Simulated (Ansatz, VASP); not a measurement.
One calculation of SiO2, two programs

Contents of POSCAR:

```
SiO2
1.0
    4.2688925746      0.0000000000      0.0000000000
    0.0000000000      4.2688925746      0.0000000000
    0.0000000000      0.0000000000      2.7222166888
Si O
2 4
Direct
    0.0000000000      0.0000000000      0.0000000000
    0.5000000000      0.5000000000      0.5000000000
    0.3084021612      0.3084021612      0.0000000000
    0.1915978388      0.8084021612      0.5000000000
    0.8084021612      0.1915978388      0.5000000000
    0.6915978388      0.6915978388      0.0000000000
```

The input INCAR.step1:

```
ALGO     = Normal         # electronic algorithm
EDIFF    = 1E-4           # SCF threshold, eV
ENCUT    = 520            # plane-wave cutoff, eV
GGA      = PE             # functional
ISMEAR   = 0              # smearing method
LASPH    = True           # aspherical terms in the spheres
LCHARG   = False          # write CHGCAR
LREAL    = False          # projectors in reciprocal space
LWAVE    = True           # write WAVECAR
NBANDS   = 25             # bands
NELM     = 60             # most SCF steps
PREC     = Accurate       # precision mode
SIGMA    = 0.01           # smearing width, eV
```

Contents of INCAR.step2:

```
ALGO     = Normal         # electronic algorithm
EDIFF    = 1E-7           # SCF threshold, eV
ENCUT    = 520            # plane-wave cutoff, eV
ISIF     = 2              # what is computed and relaxed
ISMEAR   = 0              # smearing method
ISTART   = 1            
LASPH    = True           # aspherical terms in the spheres
LCHARG   = False          # write CHGCAR
LMIXTAU  = True         
LREAL    = False          # projectors in reciprocal space
LWAVE    = False          # write WAVECAR
METAGGA  = R2SCAN         # meta-GGA
NBANDS   = 25             # bands
NELM     = 60             # most SCF steps
PREC     = Accurate       # precision mode
SIGMA    = 0.01           # smearing width, eV
```

File KPOINTS:

```
k-points
0
Gamma
  6 6 10
```

Input for Ansatz:

```yaml
crystal:
  lattice:
    - [4.2688925746, 0.0, 0.0]
    - [0.0, 4.2688925746, 0.0]
    - [0.0, 0.0, 2.7222166888]
  atoms:
    - { symbol: Si, position: [0.0, 0.0, 0.0] }
    - { symbol: Si, position: [0.5, 0.5, 0.5] }
    - { symbol: O, position: [0.3084021612, 0.3084021612, 0.0] }
    - { symbol: O, position: [0.1915978388, 0.8084021612, 0.5] }
    - { symbol: O, position: [0.8084021612, 0.1915978388, 0.5] }
    - { symbol: O, position: [0.6915978388, 0.6915978388, 0.0] }
kpoints:
  mp_grid: { grid: [6, 6, 10] }
  band_path:
    path:
      - [0.0, 0.0, 0.0]
      - [0.0, 0.5, 0.0]
      - [0.5, 0.5, 0.0]
      - [0.0, 0.0, 0.5]
      - [0.0, 0.5, 0.5]
      - [0.5, 0.5, 0.5]
      - [0.0, 0.0, -0.005208]
    npoints: 1
hamiltonian:
  xc: r2scan
scf:
  occupations: { method: fixed }
  n_extra_bands: 5
output:
  forces: true
  stress: true
  eigenvalues: true
```

Change from the starting cell: hydrostatic strain +2.0%.

Alike in both runs: task single point; functional r2SCAN; k mesh 6 × 6 × 10; no spin polarisation.

|  | VASP | Ansatz |
| --- | --- | --- |
| version | VASP 6.6.1 | Ansatz 0.2.0 |
| potentials or method | VASP PAW PBE potentials, release 64 (Si, O) | plane waves, PAW |
| plane-wave cutoff (eV) | 520 | 500 |
| occupations | gaussian, width 0.01 eV | fixed |
| valence electrons in the cell | 32 | 32 |

```csv
,VASP,Ansatz,Ansatz less VASP
gap on the k mesh at the Fermi level (eV),5.52,5.53,+0.008
pressure (GPa),-16.2,-16.5,-0.33
"traceless stress, the component that is largest in VASP (GPa)",-3.72,-4.28,-0.560
rms of the force components (eV/Å),0.013,0.003,-0.0099
```

VASP's potentials were made for PBE, not for r2SCAN. Atom by atom the forces differ by 0.010 eV/Å (rms over components).
